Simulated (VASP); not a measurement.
# B15As8 in VASP: a series of runs

The runs below take B15As8 through single point, with PBE.

Program: VASP 6.6.1. These are calculated values, not measurements. Logs are shortened: lines on timing, memory, paths and dates and some standing lists are left out, and cuts for length are marked.

### 1 The cell of the first run

The cell holds an amorphous packing of atoms, 23 atoms: a = 6.753 Å, b = 6.545 Å, c = 7.131 Å, α = 89.23°, β = 90.94°, γ = 91.42°.

### 2 Single point, PBE

File INCAR:

```
SYSTEM = B15As8
PREC = Accurate
ENCUT = 520
EDIFF = 1E-7
ISMEAR = -1
SIGMA = 0.3447
LREAL = Auto
LASPH = .TRUE.
NELM = 80
ALGO = Normal
ISIF = 2
LWAVE = .FALSE.
LCHARG = .TRUE.
GGA = PE
LELF = .TRUE.
LVHAR = .TRUE.
NBANDS = 60
ISYM = 0
```

File KPOINTS:

```
Automatic mesh
0
Gamma
  1 1 1
  0.25 0.25 0.25
```

File POSCAR:

```
B15As8
1.0
    6.7523970000     -0.0821590000     -0.0565340000
   -0.0821590000      6.5439730000      0.0455560000
   -0.0565340000      0.0455560000      7.1307640000
As B
8 15
Direct
    0.7223725717      0.8971618595      0.7410313264
    0.3675496297      0.6653663051      0.2020233208
    0.5757753921      0.9860326036      1.0594081062
    0.0969809278     -0.1027926701      0.5251188432
   -0.0084752270      0.3620907450      0.6749193292
    0.1611715457      0.1295031535      0.2263489616
    0.3418230856      0.1591250218      0.8184212136
    0.7086780057      0.5355866105      0.4926235420
    0.5533997385      0.4567955346      0.9137133305
    0.7528550015      1.1630791516      0.2101643906
    0.6497034449      0.8203911081      0.2958056945
    0.8728126395      0.6571620952      1.2702916424
    0.0492250089      0.7206533108      0.7115301817
    0.1701598822      0.5558717341      0.8575938744
    0.9179473182      0.4443493094      0.2920087464
    0.3954580812      0.3315977445      0.3673227105
    0.7208990556      0.3981493383      0.7712008441
    0.5887407350      0.1611363687      0.3400496974
    0.4106416935      0.6019177997      0.8688006292
    0.8638911077      0.3498126234      0.0921298413
    0.3449041117      0.8812409306      0.8084801288
    0.1514877029      0.3409517767      0.4001636861
    0.0788234658      0.5834948143      0.4572997390
```

Potentials or basis: VASP PAW PBE potentials, release 64 (As, B).

Command:

```bash
> cat potpaw_PBE.64/As/POTCAR potpaw_PBE.64/B/POTCAR > POTCAR
> mpirun -np 1 vasp_std > vasp.out
```

OUTCAR:

```text
SYSTEM = B15As8
   PREC = Accurate
   ENCUT = 520
   EDIFF = 1E-7
   ISMEAR = -1
   LREAL = Auto
   LASPH = .TRUE.
   NELM = 80
   ISIF = 2
   GGA = PE
   ISYM = 0

 ion  position               nearest neighbor table
   1  0.722  0.897  0.741-  13 2.53   3 2.57
   2  0.368  0.665  0.202-  11 2.23  19 2.44  16 2.48   3 2.69
   3  0.576  0.986  0.059-  10 1.96  11 2.05  18 2.32  21 2.45   1 2.57   7 2.58   2 2.69
   4  0.097  0.897  0.525-  13 1.78  23 2.12   6 2.64
   5  0.992  0.362  0.675-  17 1.98  14 2.16  23 2.19  22 2.26  13 2.39   8 2.57   7 2.91
   6  0.161  0.130  0.226-  22 1.87  16 2.27   4 2.64
   7  0.342  0.159  0.818-  21 1.82   9 2.48   3 2.58   5 2.91
   8  0.709  0.536  0.493-  12 2.09  15 2.13  17 2.17  11 2.36  23 2.53   5 2.57
   9  0.553  0.457  0.914-  19 1.40  17 1.59   7 2.48
  10  0.753  0.163  0.210-  18 1.46  20 1.65   3 1.96
  11  0.650  0.820  0.296-  12 1.88   3 2.05   2 2.23   8 2.36
  12  0.873  0.657  0.270-  15 1.44  11 1.88  23 1.98   8 2.09
  13  0.049  0.721  0.712-  14 1.70   4 1.78  23 2.05   5 2.39   1 2.53
  14  0.170  0.556  0.858-  19 1.65  13 1.70   5 2.16
  15  0.918  0.444  0.292-  12 1.44  20 1.59  23 1.83  22 1.88   8 2.13
  16  0.395  0.332  0.367-  22 1.67  18 1.75   6 2.27   2 2.48
  17  0.721  0.398  0.771-   9 1.59   5 1.98   8 2.17
  18  0.589  0.161  0.340-  10 1.46  16 1.75   3 2.32
  19  0.411  0.602  0.869-   9 1.40  14 1.65  21 1.93   2 2.44
  20  0.864  0.350  0.092-  15 1.59  10 1.65
  21  0.345  0.881  0.808-   7 1.82  19 1.93   3 2.45
  22  0.151  0.341  0.400-  16 1.67  23 1.73   6 1.87  15 1.88   5 2.26
  23  0.079  0.583  0.457-  22 1.73  15 1.83  12 1.98  13 2.05   4 2.12   5 2.19   8 2.53

IMPORTANT INFORMATION: All symmetrisations will be switched off!
NOSYMM: (Re-)initialisation of all symmetry stuff for point group C_1.

----------------------------------------------------------------------------------------

                                     Primitive cell

  volume of cell :     315.0080

  direct lattice vectors                    reciprocal lattice vectors
     6.752397000 -0.082159000 -0.056534000     0.148127821  0.001851638  0.001162555
    -0.082159000  6.543973000  0.045556000     0.001851638  0.152842309 -0.000961777
    -0.056534000  0.045556000  7.130764000     0.001162555 -0.000961777  0.140252789

  length of vectors
     6.753133453  6.544647284  7.131133617     0.148143955  0.152856550  0.140260905

  position of ions in fractional coordinates (direct lattice)
     0.722372572  0.897161860  0.741031326
     0.367549630  0.665366305  0.202023321
     0.575775392  0.986032604  0.059408106
     0.096980928  0.897207330  0.525118843
     0.991524773  0.362090745  0.674919329
     0.161171546  0.129503154  0.226348962
[... 15 lines left out ...]
     0.151487703  0.340951777  0.400163686
     0.078823466  0.583494814  0.457299739

  ion indices of the primitive-cell ions
   primitive index   ion index
                 1           1
                 2           2
                 3           3
                 4           4
                 5           5
                 6           6
[... 15 lines left out ...]
                22          22
                23          23

----------------------------------------------------------------------------------------

 KPOINTS: Automatic mesh

Automatic generation of k-mesh.
 Grid dimensions read from file:
 generate k-points for:    1    1    1

 Generating k-lattice:

  Cartesian coordinates                     Fractional coordinates (reciprocal lattice)
     0.148127821  0.001851638  0.001162555     1.000000000 -0.000000000  0.000000000
     0.001851638  0.152842309 -0.000961777    -0.000000000  1.000000000  0.000000000
     0.001162555 -0.000961777  0.140252789     0.000000000  0.000000000  1.000000000

  Length of vectors
     0.148143955  0.152856550  0.140260905

  Shift w.r.t. Gamma in fractional coordinates (k-lattice)
     0.250000000  0.250000000  0.250000000

 Subroutine IBZKPT returns following result:
 ===========================================

 Found      1 irreducible k-points:

 Following reciprocal coordinates:
            Coordinates               Weight
  0.250000  0.250000  0.250000      2.000000
   k-points           NKPTS =      1   k-points in BZ     NKDIM =      1   number of bands    NBANDS=     60
   number of dos      NEDOS =    301   number of ions     NIONS =     23
   total plane-waves  NPLWV = 135000
   dimension x,y,z NGX =    50 NGY =   50 NGZ =   54
   dimension x,y,z NGXF=   100 NGYF=  100 NGZF=  108
   ions per type =               8  15
   NGX,Y,Z   is equivalent  to a cutoff of  12.31, 12.70, 12.59 a.u.
   NGXF,Y,Z  is equivalent  to a cutoff of  24.62, 25.40, 25.18 a.u.
 SYSTEM =  B15As8
   PREC   = accura    normal or accurate (medium, high low for compatibility)
   ISTART =      0    job   : 0-new  1-cont  2-samecut
   ICHARG =      2    charge: 1-file 2-atom 10-const
   ISPIN  =      1    spin polarized calculation?
   LNONCOLLINEAR =      F non collinear calculations
   LSORBIT =      F    spin-orbit coupling
   LASPH  =      T    aspherical Exc in radial PAW
   ENCUT  =  520.0 eV  38.22 Ry    6.18 a.u.  12.56 12.17 13.26*2*pi/ulx,y,z
   NELM   =     80;   NELMIN=  2; NELMDL= -5     # of ELM steps
   EDIFF  = 0.1E-06   stopping-criterion for ELM
   LREAL  =      T    real-space projection
   EDIFFG = 0.1E-05   stopping-criterion for IOM
   NSW    =      0    number of steps for IOM
   IBRION =     -1    ionic relax: 0-MD 1-quasi-New 2-CG
   NFREE  =      0    steps in history (QN), initial steepest desc. (CG)
   ISIF   =      2    stress and relaxation
   ISYM   =      0    0-nonsym 1-usesym 2-fastsym
   POTIM  = 0.5000    time-step for ionic-motion
   TEBEG  =    0.0;   TEEND  =   0.0 temperature during run
   PSTRESS=    0.0 pullay stress
   NELECT =      85.0000    total number of electrons
   NUPDOWN=      -1.0000    fix difference up-down
   EMIN   =  10.00;   EMAX   =-10.00  energy-range for DOS
   EFERMI =   0.00;   METHOD = LEGACY
   ISMEAR =    -1;   SIGMA  =   0.34  broadening in eV -4-tet -1-fermi 0-gaus
   EFERMI_NEDOS =   21; number of points for ismear=-14 and -15
   IALGO  =     38    algorithm
   IMIX   =      4    mixing-type and parameters
     AMIX     =   0.40;   BMIX     =  1.00
     AMIX_MAG =   1.60;   BMIX_MAG =  1.00
  volume/ion in A,a.u.               =      13.70        92.43
  Fermi-wavevector in a.u.,A,eV,Ry     =   1.057890  1.999123 15.226711  1.119132
  Thomas-Fermi vector in A             =   2.193180
   LORBIT       =      0    0 simple, 1 ext, 2 COOP (PROOUT), +10 PAW based schemes
   GGA     = PE    functional components
   LHFCALC =     F    Hartree Fock is set to
   AEXX    =    0.0000 exact exchange contribution
   IVDW    =     0    specifies the selected vdW correction
   LEPSILON=     F    determine dielectric tensor
   LRPA    =     F    only Hartree local field effects (RPA)
 non-spin polarized calculation
  energy-cutoff  :      520.00
  volume of cell :      315.01
 maximum number of plane-waves:      8505
 NGX is ok and might be reduce to    50
   NGX = 25   NGY = 25   NGZ = 27

 number of electron      85.0000001 magnetization

 Free energy of the ion-electron system (eV)
  ---------------------------------------------------
  ext. energy  EPLUGINS =         0.00000000
  ---------------------------------------------------
  free energy    TOTEN  =      -111.03040104 eV

  energy without entropy =     -107.98280228  energy(sigma->0) =     -109.50660166

 E-fermi :   4.5592     XC(G=0): -10.1012

 val. band max:        4.4489929979   @ k =   0.2500   0.2500   0.2500
 cond. band min:       4.7814860239   @ k =   0.2500   0.2500   0.2500
 fundamental gap:      0.3324930261
 Fermi energy:         4.5591885046

 k-point     1 :       0.2500    0.2500    0.2500
  band No.  band energies     occupation
      1     -11.0239      2.00000
      2      -9.8117      2.00000
      3      -8.9964      2.00000
      4      -8.4638      2.00000
      5      -8.2836      2.00000
      6      -7.5452      2.00000
[... 46 lines left out ...]
     53       7.1534      0.00108
     54       7.3260      0.00065
 [bands above 54 left out]

------------------------ aborting loop because EDIFF is reached ----------------------------------------

  FORCE on cell =-STRESS in cart. coord.  units (eV):
  Direction    XX          YY          ZZ          XY          YZ          ZX
  --------------------------------------------------------------------------------------
  -------------------------------------------------------------------------------------
  Total       12.4561819     24.2973206     20.8689308      6.6888677     -2.1387255     -3.0068982
  in kB       63.3539811    123.5797617    106.1424648     34.0205691    -10.8778739    -15.2935286
  external PRESSURE =      97.6920692 kB  Pullay stress =       0.0000000 kB

 VOLUME and BASIS-vectors are now :
 -----------------------------------------------------------------------------
  energy-cutoff  :      520.00
  volume of cell :      315.01
      direct lattice vectors                 reciprocal lattice vectors
     6.752397000 -0.082159000 -0.056534000     0.148127821  0.001851638  0.001162555
    -0.082159000  6.543973000  0.045556000     0.001851638  0.152842309 -0.000961777
    -0.056534000  0.045556000  7.130764000     0.001162555 -0.000961777  0.140252789

 POSITION                                       TOTAL-FORCE (eV/Angst)
 -----------------------------------------------------------------------------------
      4.76214      5.84541      5.28415        -0.175507     -0.059001     -0.501836
      2.41575      4.33315      1.45011         0.525283     -1.097859      0.108406
      3.80349      6.40797      0.43599         0.163637     -0.137971     -1.352508
      0.55145      5.88726      3.77989         1.065519      2.781440     -2.906541
      6.62726      2.31880      4.77313         1.434305     -2.477878      1.537592
      1.06486      0.84454      1.61083        -0.201679     -1.537963     -2.777163
[... 15 lines left out ...]
      0.97227      2.23696      2.86044        -0.642750      3.349408      2.065584
      0.45846      3.83273      3.28302        -0.813506      0.607444     -1.605206
 -----------------------------------------------------------------------------------
    total drift:                               -0.007976     -0.000272      0.023114

  FREE ENERGIE OF THE ION-ELECTRON SYSTEM (eV)
  ---------------------------------------------------
  free  energy   TOTEN  =      -111.0304010432 eV

  energy  without entropy=     -107.9828022754  energy(sigma->0) =     -109.50660166
```

It took 83 s on 1 thread of AMD EPYC 7R13 (Zen 3), shared host; peak memory 0.29 GiB.

Results:

- Free energy: -111.0304 eV
- Pressure: 9.8 GPa
- Largest force: 8.451 eV/Å

Forces on the atoms (eV/Å):
```
As  -0.176 -0.059 -0.502
As   0.525 -1.098  0.108
As   0.164 -0.138 -1.353
As   1.066  2.781 -2.907
As   1.434 -2.478  1.538
As  -0.202 -1.538 -2.777
As   0.075  3.027  0.201
As  -3.500  0.193  0.432
B    5.497 -4.907  1.129
B    3.877  1.011 -2.125
B    1.852 -1.097  0.048
B   -2.852  7.018  0.150
B   -0.578 -3.177  4.410
B   -0.991  1.531 -0.502
B    3.375 -4.303  1.408
B    1.086 -1.084 -0.110
B    0.475 -0.721  0.772
B   -4.205  0.320  2.731
B   -5.470  6.440 -0.168
B   -0.504 -0.186 -2.407
B    0.508 -5.493 -0.535
B   -0.643  3.349  2.066
B   -0.814  0.607 -1.605
```

Stress tensor (GPa, compression positive):
```
 6.34  3.40 -1.53
 3.40 12.36 -1.09
-1.53 -1.09 10.61
```

Caveat: the k points lie up to 0.96 Å⁻¹ apart.

### 3 Single point, PBE

File INCAR:

```
SYSTEM = B15As8
PREC = Accurate ; ENCUT = 520
EDIFF = 1E-6 ; ISMEAR = -1
SIGMA = 0.3447 ; LREAL = Auto
LASPH = .True. ; NELM = 80
ALGO = Normal ; ISIF = 2
LWAVE = .False. ; LCHARG = .False.
GGA = PE ; ISYM = 0
NBANDS = 60
```

KPOINTS is that of step 2.

File POSCAR:

```
B15As8
1.0
    6.7523970000     -0.0821590000     -0.0565340000
   -0.0821590000      6.5439730000      0.0455560000
   -0.0565340000      0.0455560000      7.1307640000
As B
8 15
Direct
    0.7089660915      0.8378580959      0.7130386345
    0.2665622467      0.6819915010      0.3090595938
    0.5914810125      1.0164754401      0.9891924950
    0.0106703660     -0.1607332881      0.5206112002
    0.0222009906      0.2743702582      0.6992591396
    0.1575618352      0.0762587938      0.1869267522
    0.4043188590      0.2864420910      0.6782229234
    0.6227546997      0.5354170065      0.5327173017
    0.5479698861      0.5569884868      0.9737255029
    0.8902469787      1.2230591703      0.0500178577
    0.5798320860      0.8664805160      0.2734507608
    0.7715333490      0.6999043344      1.3592357038
    0.0241080484      0.9275363326      0.9606193781
    0.0868080617      0.6566621605      1.0571300222
    0.9367752785      0.4892708532      0.1545189871
    0.4648252145      0.3430151080      0.2478261842
    0.7477458168      0.5604745624      0.7913040009
    0.6725975124      0.3470137777      0.1260678474
    0.3218587188      0.6339664598      0.9639826791
    1.0593775640      0.1677738680     -0.0683172596
    0.1174575239      0.7571275214      0.8228144477
    0.2426353890      0.3503245034      0.3840018778
   -0.0046664061      0.5277048450      0.3839967313
```

Potentials or basis: VASP PAW PBE potentials, release 64 (As, B).

Command:

```bash
> cat potpaw_PBE.64/As/POTCAR potpaw_PBE.64/B/POTCAR > POTCAR
> mpirun -np 1 vasp_std > vasp.out
```

Wall time 82 s (1 thread of AMD EPYC 7R13 (Zen 3), shared host); peak memory 0.29 GiB.

The run converged. Its results:

```yaml
Free_energy: -114.9999 eV
Pressure: 3.2 GPa
Largest_force: 5.557 eV/Å
```

Forces on the atoms (eV/Å):
```
As  -0.569  2.089 -0.249
As   2.472  0.548 -0.958
As  -0.353  0.882  3.119
As   0.918  0.729  0.840
As  -1.387  1.770 -3.656
As   0.334  0.947  1.485
As  -1.597  0.425 -0.090
As  -1.055 -2.091  0.226
B    1.442 -1.721 -1.152
B   -4.241  1.829  3.089
B    1.056 -0.763 -1.525
B    0.949  0.779 -1.596
B    0.077 -2.355  0.289
B    0.638  1.120 -1.809
B   -2.086 -0.682  0.488
B   -0.072 -0.185  0.217
B   -0.828 -1.222  2.485
B    0.339  0.332 -0.469
B   -1.408  0.402 -0.686
B    3.325 -1.249  0.132
B    0.923 -1.118  0.298
B    0.352  0.220 -0.373
B    0.771 -0.688 -0.107
```

Stress tensor (GPa, compression positive):
```
-1.18  6.89 -2.60
 6.89  4.22 -1.11
-2.60 -1.11  6.62
```

Levels at points of the mesh, in eV from the Fermi level:
```
           k point  band 39  band 40  band 41  band 42  band 43  band 44  band 45  band 46
(0.25, 0.25, 0.25)    -1.16    -0.88    -0.51    -0.23     0.02     0.39     0.46     0.77
```

Caveat: the k points lie up to 0.96 Å⁻¹ apart.

(Continued in part 2 of 3.)
